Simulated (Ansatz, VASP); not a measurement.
Sb in VASP and in Ansatz

```
Sb
1.0
    -1.87134    1.87134    1.87134
     1.87134   -1.87134    1.87134
     1.87134    1.87134   -1.87134
Sb
1
Direct
  0.00000 0.00000 0.00000
```

Alike in both runs: functional LDA; k mesh 7 × 7 × 7; occupations fermi-dirac, width 0.05 eV; non-collinear spin, spin-orbit coupling.

|  | VASP | Ansatz |
| --- | --- | --- |
| version | VASP 6.6.1 | Ansatz 0.2.0 |
| potentials or method | VASP PAW LDA potentials, release 64 (Sb) | Ansatz PAW |
| plane-wave cutoff (eV) | 520 | 420 |
| valence electrons in the cell | 5 | 15 |
| task | single point | band structure |

Ansatz gave:

- pressure (GPa): -1.3
- net moment per atom (μB): 0.00

Task: Which values does VASP return?

Result: Pressure (GPa): -1.4; net moment per atom (μB): 0.00.

LDA's correlation is that of Perdew and Zunger in VASP and of Perdew and Wang (1992) in Ansatz. VASP's potentials hold 5 valence electrons a cell and Ansatz's 15, so a difference there can come from the potentials and not from the codes.
